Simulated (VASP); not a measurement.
Cu: single point with RPBE

Crystal: Cu.

```xyz
1
Lattice="0.0000 1.8075 1.8075 1.8075 0.0000 1.8075 1.8075 1.8075 0.0000" Properties=species:S:1:pos:R:3 pbc="T T T"
Cu    0.0000    0.0000    0.0000
```

| Property | Result |
| --- | --- |
| Program | VASP 6.6.1 |
| Task | single point |
| Functional | RPBE |
| Potentials or basis | VASP PAW PBE potentials, release 64 (Cu) |
| Cutoff | 600 eV |
| k mesh | 6 × 6 × 6 |
| Occupations | fermi-dirac, width 0.2 eV |
| Spin | no spin polarisation |
| Dipole correction | no |
| Further INCAR settings | ALGO = Normal; EDIFF = 1e-06; NBANDS = 12 |

| Quantity | Value |
| --- | --- |
| Pressure | 8.5 GPa |

Levels at points of the mesh, in eV from the Fermi level:
```csv
k point,band 2,band 3,band 4,band 5,band 6,band 7,band 8,band 9,band 10,band 11
"(0.00, 0.00, 0.00)",-3.07,-3.07,-3.07,-2.25,-2.25,22.51,25.25,25.25,25.25,27.70
"(0.50, 0.00, 0.00)",-3.10,-3.10,-1.68,-1.68,-1.04,3.74,21.00,22.11,22.11,25.03
"(0.50, 0.50, 0.00)",-4.46,-1.70,-1.54,-1.54,1.48,7.09,13.09,13.09,17.51,20.25
```

Run time: 2.9 s on 1 thread of Intel Xeon 6975P-C, with other jobs on the host, peak memory 0.12 GiB.

Caveat: the k points lie up to 0.50 Å⁻¹ apart; the PAW data sets were made with another functional, which shifts forces and pressure a little.
